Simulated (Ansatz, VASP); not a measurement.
## One calculation of CdSe, two programs

File POSCAR:

```
CdSe
1.0
    0.0000000000      3.0677809647      3.0677809647
    3.0677809647      0.0000000000      3.0677809647
    3.0677809647      3.0677809647      0.0000000000
Cd Se
1 1
Direct
    0.0000000000      0.0000000000      0.0000000000
    0.2500000000      0.2500000000      0.2500000000
```

INCAR.step1

```
PREC = Accurate ; ENCUT = 520
EDIFF = 1E-5 ; ISMEAR = 0
SIGMA = 0.01 ; LREAL = False
LASPH = True ; NELM = 100
ALGO = Normal ; ISIF = 2
LWAVE = True ; LCHARG = False
NBANDS = 16 ; GGA = PE
```

INCAR.step2

```
PREC = Accurate ; ENCUT = 520
EDIFF = 1E-7 ; ISMEAR = 0
SIGMA = 0.01 ; LREAL = False
LASPH = True ; NELM = 100
ALGO = Normal ; ISIF = 2
LWAVE = False ; LCHARG = False
GGA = PE ; LHFCALC = True
AEXX = 0.3 ; HFSCREEN = 0.2078
PRECFOCK = Normal ; NBANDS = 16
ISTART = 1
```

KPOINTS

```
Automatic mesh
0
Gamma
  4 4 4
```

Input for Ansatz:

```yaml
crystal:
  lattice:
    - [0.0, 3.0677809647, 3.0677809647]
    - [3.0677809647, 0.0, 3.0677809647]
    - [3.0677809647, 3.0677809647, 0.0]
  atoms:
    - { symbol: Cd, position: [0.0, 0.0, 0.0] }
    - { symbol: Se, position: [0.25, 0.25, 0.25] }
kpoints:
  mp_grid: { grid: [4, 4, 4] }
hamiltonian:
  xc:
    exchange: pbe
    correlation: pbe
    exx: { coeff: 0.3, omega: 0.2078 }
scf:
  occupations: { method: fixed }
  n_extra_bands: 4
output:
  forces: true
  stress: true
  eigenvalues: true
```

Alike in both runs: task single point; functional PBE-based screened hybrid with a share of 0.3 of exact exchange and HFSCREEN = 0.2078; k mesh 4 × 4 × 4; no spin polarisation.

|  | VASP | Ansatz |
| --- | --- | --- |
| version | VASP 6.6.1 | Ansatz 0.2.0 |
| potentials or method | VASP PAW PBE potentials, release 64 (Cd, Se) | plane waves |
| plane-wave cutoff (eV) | 520 | 420 |
| occupations | gaussian, width 0.01 eV | fixed |
| valence electrons in the cell | 18 | 36 |

|  | VASP | Ansatz | Ansatz less VASP |
| --- | --- | --- | --- |
| gap on the k mesh at the Fermi level (eV) | 1.71 | 1.70 | -0.004 |
| pressure (GPa) | 0.3 | 0.2 | -0.15 |

VASP's potentials were made for PBE, not for PBE-based screened hybrid. VASP's potentials hold 18 valence electrons a cell and Ansatz's 36, so a difference there can come from the potentials and not from the codes. Ansatz's warnings: stress exchange threshold loose, stress scf threshold loose.

The k mesh is coarse, so the values compare programs but aren't converged.
